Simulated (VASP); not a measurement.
MgS, 2 atoms in the cell. Symmetry: Immm, No. 71, orthorhombic system. Conventional cell: a = 3.588 Å, b = 3.770 Å, c = 5.203 Å, α = 90.00°, β = 90.00°, γ = 90.00°. Mg (site symmetry mmm) has 6 S at 2.60 Å within 3.4 Å. S (site symmetry mmm) has 6 Mg at 2.60 Å within 3.4 Å.  This cell differs from its parent crystal: shear xy strain -5.0%.

```yaml
Program: VASP 6.6.1
Task: single point
Functional: HSE06
Potentials_or_basis: VASP PAW PBE potentials, release 64 (Mg, S)
Cutoff: 520 eV
k_mesh: 6 × 6 × 6
Occupations: gaussian, width 0.01 eV
Spin: no spin polarisation
Dipole_correction: no
Grid_for_exact_exchange_PRECFOCK: Normal
Further_INCAR_settings: ALGO = Normal; EDIFF = 1e-06; NBANDS = 11
Share_of_exact_exchange: 0.25
Screening_parameter: 0.2079 1/Å
```

Potentials or basis: VASP PAW PBE potentials, release 64 (Mg, S).

Run with:

```sh
$ cat potpaw_PBE.64/Mg/POTCAR potpaw_PBE.64/S/POTCAR > POTCAR
$ cp INCAR.step1 INCAR
$ mpirun -np 1 vasp_std > vasp.out
$ cp INCAR.step2 INCAR
$ mpirun -np 1 vasp_std > vasp.out
```

Hardware: 1 thread of Intel(R) Xeon(R) Platinum 8559C (Emerald Rapids), on a shared host.

How long does it take, and how much memory?

It took 20 min on 1 thread of Intel(R) Xeon(R) Platinum 8559C (Emerald Rapids) (shared host), peak memory 0.29 GiB. Counts: k points 46.
